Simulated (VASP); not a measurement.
Set up this calculation in VASP 6.6.1, as the native input.

```yaml
Task: relaxation of cell and atoms
Functional: PBE
Potentials_or_basis: VASP PAW PBE potentials, release 64 (Li_sv, Br)
Cutoff: 750 eV
k_mesh: 8 × 8 × 8
Occupations: fermi-dirac, width 0.02 eV
Spin: no spin polarisation
Dipole_correction: no
Further_INCAR_settings: ALGO = Normal; EDIFF = 1e-07; IBRION = 2; EDIFFG = -0.005; NSW = 80; ISIF = 3
```

The structure of LiBr lies in POSCAR:

```
LiBr
1.0
    0.0000000000      2.7226905798      2.7226905798
    2.7226905798      0.0000000000      2.7226905798
    2.7226905798      2.7226905798      0.0000000000
Li Br
1 1
Direct
    0.0000000000      0.0000000000      0.0000000000
    0.5000000000      0.5000000000      0.5000000000
```

The input as run:

INCAR

```
ALGO = Normal ; EDIFF = 1E-7
EDIFFG = -0.005 ; ENCUT = 750
GGA = PE ; GGA_COMPAT = False
IBRION = 2 ; ISIF = 3
ISMEAR = -1 ; LASPH = True
LCHARG = False ; LREAL = False
LWAVE = False ; NELM = 120
NELMIN = 4 ; NSW = 80
PREC = Accurate ; SIGMA = 0.02
```

KPOINTS

```
k-points
0
Gamma
  8 8 8
```

Potentials or basis: VASP PAW PBE potentials, release 64 (Li_sv, Br).

Run with:

```console
$ cat potpaw_PBE.64/Li_sv/POTCAR potpaw_PBE.64/Br/POTCAR > POTCAR
$ mpirun -np 1 vasp_std > vasp.out
```

It gave:

```
Relaxed volume                        : 20.87 Å³/atom
Relaxed cell                          : a = 3.894 Å, b = 3.894 Å, c = 3.894 Å, α = 60.00°, β = 60.00°, γ = 60.00°
Space group after relaxing (to 0.1 Å) : Fm-3m (No. 225)
Energy gained by relaxing             : 1.9 meV/atom
Ionic steps                           : 4
Pressure after relaxing               : 0.0 GPa
Band gap on the k mesh                : 4.93 eV
```

Wall time 79 s on 1 thread of Intel Xeon 8259CL, with other jobs on the host, peak memory 0.22 GiB.
